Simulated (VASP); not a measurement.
# CuH3 in VASP: notebook, part 2 of 2

VASP 6.6.1. The steps go on from the part before.

## 5. Single point, PBE

This run uses another cell than the first one: it holds 4 atoms, not 8.

File INCAR:

```
  PREC = Accurate
  ENCUT = 600
  EDIFF = 1E-6
  ISMEAR = 0
  SIGMA = 0.1
  LREAL = F
  LASPH = T
  NELM = 120
  ALGO = Normal
  ISIF = 2
  LWAVE = F
  LCHARG = F
  GGA = PE
  NBANDS = 15
  GGA_COMPAT = F
```

File KPOINTS:

```
Automatic mesh
0
Gamma
  6 6 6
```

File POSCAR:

```
CuH3
1.0
    3.2216501401      0.0000000000      0.0000000000
    0.0000000000      3.2216501401      0.0000000000
    0.0000000000      0.0000000000      3.2216501401
Cu H
1 3
Direct
    0.5000000000      0.5000000000      0.5000000000
    0.5000000000      0.5000000000      0.0000000000
    0.5000000000      0.0000000000      0.5000000000
    0.0000000000      0.5000000000      0.5000000000
```

Potentials or basis: VASP PAW PBE potentials, release 64 (Cu, H).

Launch:

```bash
> cat potpaw_PBE.64/Cu/POTCAR potpaw_PBE.64/H/POTCAR > POTCAR
> mpirun -np 1 vasp_std > vasp.out
```

OUTCAR:

```text
PREC = Accurate
   ENCUT = 600
   EDIFF = 1E-6
   ISMEAR = 0
   LREAL = F
   LASPH = T
   NELM = 120
   ISIF = 2
   GGA = PE

 ion  position               nearest neighbor table
   1  0.500  0.500  0.500-   2 1.61   3 1.61   4 1.61   2 1.61   3 1.61   4 1.61
   2  0.500  0.500  0.000-   1 1.61   1 1.61
   3  0.500  0.000  0.500-   1 1.61   1 1.61
   4  0.000  0.500  0.500-   1 1.61   1 1.61

  LATTYP: Found a simple cubic cell.
 ALAT       =     3.2216501401

  Lattice vectors:

 A1 = (   3.2216501401,   0.0000000000,   0.0000000000)
 A2 = (   0.0000000000,   3.2216501401,   0.0000000000)
 A3 = (   0.0000000000,   0.0000000000,   3.2216501401)

Analysis of symmetry for initial positions (statically):
=====================================================================
 Subroutine PRICEL returns:
 Original cell was already a primitive cell.

 Routine SETGRP: Setting up the symmetry group for a
 simple cubic supercell.

 Subroutine GETGRP returns: Found 48 space group operations
 (whereof 48 operations were pure point group operations)
 out of a pool of 48 trial point group operations.
[... 179 lines left out ...]
      8       5.1406      0.00000
      9       8.7490      0.00000
     10       8.7490      0.00000
     11       8.7490      0.00000
     12      12.3117      0.00000
     13      21.5626      0.00000
     14      21.5626      0.00000
[... 329 lines left out ...]
      2      -2.9969      2.00000
      3      -2.9969      2.00000
      4      -2.7042      2.00000
      5      -2.7042      2.00000
      6      -1.7921      2.00000
      7      -1.7921      2.00000
      8      -1.7921      2.00000
      9       4.3024      0.00000
     10       9.1129      0.00000
     11       9.1129      0.00000
     12       9.1129      0.00000
     13      11.2836      0.00000
     14      24.6781      0.00000
     15      24.6781      0.00000

------------------------ aborting loop because EDIFF is reached ----------------------------------------

  FORCE on cell =-STRESS in cart. coord.  units (eV):
  Direction    XX          YY          ZZ          XY          YZ          ZX
  --------------------------------------------------------------------------------------
  -------------------------------------------------------------------------------------
  Total       -0.0134876     -0.0134876     -0.0134876     -0.0000000      0.0000000     -0.0000000
  in kB       -0.6462653     -0.6462653     -0.6462653     -0.0000000      0.0000000     -0.0000000
  external PRESSURE =      -0.6462653 kB  Pullay stress =       0.0000000 kB

 VOLUME and BASIS-vectors are now :
 -----------------------------------------------------------------------------
  energy-cutoff  :      600.00
  volume of cell :       33.44
      direct lattice vectors                 reciprocal lattice vectors
     3.221650140  0.000000000  0.000000000     0.310399937  0.000000000  0.000000000
     0.000000000  3.221650140  0.000000000     0.000000000  0.310399937  0.000000000
     0.000000000  0.000000000  3.221650140     0.000000000  0.000000000  0.310399937

 POSITION                                       TOTAL-FORCE (eV/Angst)
 -----------------------------------------------------------------------------------
      1.61083      1.61083      1.61083         0.000000      0.000000      0.000000
      1.61083      1.61083      0.00000         0.000000      0.000000      0.000000
      1.61083      0.00000      1.61083         0.000000      0.000000      0.000000
      0.00000      1.61083      1.61083         0.000000      0.000000      0.000000
 -----------------------------------------------------------------------------------
    total drift:                                0.000000      0.000000      0.000000

  FREE ENERGIE OF THE ION-ELECTRON SYSTEM (eV)
  ---------------------------------------------------
  free  energy   TOTEN  =       -12.1646388781 eV

  energy  without entropy=      -12.1607061941  energy(sigma->0) =      -12.16267254
```

OSZICAR:

```text
N       E                     dE             d eps       ncg     rms          rms(c)
DAV:   1     0.645819707806E+02    0.64582E+02   -0.69769E+03   608   0.124E+03
DAV:   2    -0.115316975915E+02   -0.76114E+02   -0.67524E+02   663   0.216E+02
DAV:   3    -0.153536697353E+02   -0.38220E+01   -0.37756E+01   768   0.545E+01
DAV:   4    -0.153932445903E+02   -0.39575E-01   -0.39570E-01   677   0.526E+00
DAV:   5    -0.153938597016E+02   -0.61511E-03   -0.61509E-03   790   0.723E-01    0.145E+01
DAV:   6    -0.147760529725E+02    0.61781E+00   -0.58609E+01   754   0.150E+02    0.988E+00
DAV:   7    -0.121906446424E+02    0.25854E+01   -0.12524E+01   740   0.727E+01    0.108E+00
DAV:   8    -0.121902886711E+02    0.35597E-03   -0.49050E-01   853   0.126E+01    0.138E+00
DAV:   9    -0.121654589536E+02    0.24830E-01   -0.24620E-01   754   0.104E+01    0.310E-01
DAV:  10    -0.121644808307E+02    0.97812E-03   -0.13535E-02   696   0.208E+00    0.537E-02
DAV:  11    -0.121646304558E+02   -0.14963E-03   -0.10128E-03   756   0.359E-01    0.239E-02
DAV:  12    -0.121646370035E+02   -0.65477E-05   -0.30579E-05   751   0.583E-02    0.842E-03
DAV:  13    -0.121646390987E+02   -0.20952E-05   -0.15693E-05   643   0.767E-02    0.379E-03
DAV:  14    -0.121646388781E+02    0.22056E-06   -0.26966E-06   560   0.336E-02
   1 F= -.12164639E+02 E0= -.12162673E+02  d E =-.393268E-02
```

Wall time 17 s (1 thread of Intel Xeon 8259CL, shared host); peak memory 0.15 GiB.

Results:

| Item | Value |
| --- | --- |
| Free energy | -12.1646 eV |
| Pressure | -0.1 GPa |
| Band gap on the k mesh | zero (band 7 reaches 5.14 eV, above the bottom of band 8 at -1.79 eV) |

## 6. Relaxation of cell and atoms, PBE

This run uses another cell than the first one: it holds 4 atoms, not 8.

File INCAR:

```
SYSTEM = CuH3
PREC = Accurate ; ENCUT = 600
EDIFF = 1E-7 ; ISMEAR = 0
SIGMA = 0.1 ; LREAL = .FALSE.
LASPH = .TRUE. ; NELM = 120
ALGO = Normal ; ISIF = 3
LWAVE = .FALSE. ; LCHARG = .FALSE.
GGA = PE ; IBRION = 2
NSW = 90 ; EDIFFG = -0.04
GGA_COMPAT = .FALSE. ; NELMIN = 4
```

File KPOINTS:

```
regular mesh
0
G
  6 6 6
  0 0 0
```

File POSCAR:

```
CuH3
1.0
    3.2268025544      0.0000000000      0.0000000000
    0.0000000000      3.2268025544      0.0000000000
    0.0000000000      0.0000000000      3.2268025544
Cu H
1 3
Direct
    0.5000000000      0.5000000000      0.5000000000
    0.5000000000      0.5000000000      0.0000000000
    0.5000000000      0.0000000000      0.5000000000
    0.0000000000      0.5000000000      0.5000000000
```

Potentials or basis: VASP PAW PBE potentials, release 64 (Cu, H).

Launch:

```bash
> cat potpaw_PBE.64/Cu/POTCAR potpaw_PBE.64/H/POTCAR > POTCAR
> mpirun -np 1 vasp_std > vasp.out
```

Wall time 16 s (1 thread of Intel Xeon 8259CL, shared host); peak memory 0.15 GiB.

The run converged. Its results:

- Free energy: -12.1645 eV
- Pressure after relaxing: -0.4 GPa
- Band gap on the k mesh: zero (band 7 reaches 5.08 eV, above the bottom of band 8 at -1.82 eV)

Final structure:
```
Cu H
1.0
     3.22680    0.00000    0.00000
     0.00000    3.22680    0.00000
     0.00000    0.00000    3.22680
Cu H
1 3
Direct
  0.50000 0.50000 0.50000
  0.50000 0.50000 0.00000
  0.50000 0.00000 0.50000
  0.00000 0.50000 0.50000
```

Levels at points of the mesh, in eV from the Fermi level:
```
           k point  band 4  band 5  band 6  band 7  band 8  band 9  band 10  band 11
(0.00, 0.00, 0.00)   -2.62   -2.62   -2.62    5.01    5.01    8.62     8.62     8.62
(0.50, 0.00, 0.00)   -2.80   -2.80   -2.61   -2.26    5.42   10.07    10.82    10.82
(0.50, 0.50, 0.00)   -2.78   -2.78   -2.70   -2.70   -0.76    6.72    12.73    13.20
(0.50, 0.50, 0.50)   -2.81   -2.81   -1.90   -1.90   -1.90    4.17     8.99     8.99
```

Caveat: the relaxation stopped at its first step, so nothing moved.

## 7. Overview

| task | cell | k mesh | cutoff (eV) | smearing | gap on the mesh (eV) | pressure (GPa) |
| --- | --- | --- | --- | --- | --- | --- |
| single point | a = 3.222 Å, 4 atoms | 14 × 14 × 14 | 520 | gaussian 0.1 eV | none | 0.1 |
| single point | a = 3.230, b = 3.228, c = 6.401 Å, 8 atoms | 6 × 6 × 4 | 520 | gaussian 0.2 eV | none | 0.0 |
| single point | a = 3.222 Å, 4 atoms | 6 × 6 × 6 | 600 | gaussian 0.1 eV | none | -0.1 |
| relaxation of cell and atoms | relaxed from a = 3.227 Å, 4 atoms | 6 × 6 × 6 | 600 | gaussian 0.1 eV | none | -0.4 |

Alike in all rows: level PBE; potentials or basis VASP PAW PBE potentials, release 64 (Cu, H); no spin polarisation.

Caveats: the relaxation stopped at its first step, so nothing moved (some runs).

Total energies depend on the potentials used, so only differences within one code and one set of settings carry meaning.
